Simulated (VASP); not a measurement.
Wanted: the native input for a VASP 6.6.1 run.

* Task: single point
* Functional: PBE
* Potentials or basis: VASP PAW PBE potentials, release 64 (Hg, Te)
* Cutoff: 520 eV
* k mesh: 12 × 12 × 12
* Occupations: gaussian, width 0.1 eV
* Spin: no spin polarisation
* Dipole correction: no
* Further INCAR settings: ALGO = Normal; EDIFF = 1e-07; NBANDS = 16

The structure of HgTe lies in POSCAR:

```
HgTe
1.0
    0.0000000000      3.3247980849      3.3247980849
    3.3247980849      0.0000000000      3.3247980849
    3.3247980849      3.3247980849      0.0000000000
Hg Te
1 1
Direct
    0.0000000000      0.0000000000      0.0000000000
    0.7500000000      0.7500000000      0.7500000000
```

One way to write it, as run:

INCAR

```
SYSTEM = HgTe
PREC = Accurate ; ENCUT = 520
EDIFF = 1E-7 ; ISMEAR = 0
SIGMA = 0.1 ; LREAL = .FALSE.
LASPH = .TRUE. ; NELM = 80
ALGO = Normal ; ISIF = 2
LWAVE = .FALSE. ; LCHARG = .FALSE.
GGA = PE ; NBANDS = 16
```

KPOINTS

```
Automatic mesh
0
G
  12 12 12
  0 0 0
```

Potentials or basis: VASP PAW PBE potentials, release 64 (Hg, Te).

Launch:

```bash
$ cat potpaw_PBE.64/Hg/POTCAR potpaw_PBE.64/Te/POTCAR > POTCAR
$ mpirun -np 1 vasp_std > vasp.out
```

It gave:

```json
{
  "Pressure": "0.1 GPa",
  "Band gap on the k mesh": "zero (filled and empty bands touch)"
}
```

Caveat: spin-orbit coupling is left out, which moves the levels of the heavy elements.

Wall time 61 s on 1 thread of Intel(R) Xeon(R) Platinum 8175M CPU @ 2.50GHz (Skylake/Cascade Lake), with other jobs on the host, peak memory 0.26 GiB.
